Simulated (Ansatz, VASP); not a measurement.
**GaP in VASP and in Ansatz**

```
Ga P
1.0
     1.94302    1.12180    6.43081
    -1.94302    1.12180    6.43081
     0.00000   -2.24360    6.43081
Ga P
2 2
Direct
  0.43537 0.43537 0.43537
  0.56463 0.56463 0.56463
  0.05739 0.05739 0.05739
  0.94261 0.94261 0.94261
```

Alike in both runs: task single point; functional PBEsol; k mesh 12 × 12 × 12; occupations gaussian, width 0.02 eV; no spin polarisation.

|  | VASP | Ansatz |
| --- | --- | --- |
| version | VASP 6.6.1 | Ansatz 0.2.0 |
| potentials or method | VASP PAW PBE potentials, release 64 (Ga_d, P), cutoff 520 eV | scalar-relativistic, plane waves, PAW |
| valence electrons in the cell | 36 | 36 |

|  | VASP | Ansatz | Ansatz less VASP |
| --- | --- | --- | --- |
| gap on the k mesh at the Fermi level (eV) | 0.74 | 0.73 | -0.010 |
| least direct gap on the mesh (eV) | 1.01 | 1.02 | +0.002 |
| pressure (GPa) | -2.8 | -2.8 | +0.03 |
| traceless stress, the component that is largest in VASP (GPa) | 0.25 | 0.26 | +0.015 |
| rms of the force components (eV/Å) | 0.039 | 0.044 | +0.0042 |

VASP's potentials were made for PBE, not for PBEsol. Atom by atom the forces differ by 0.006 eV/Å (rms over components). With one functional, cell and mesh, what is left measures potentials, basis and numerics.
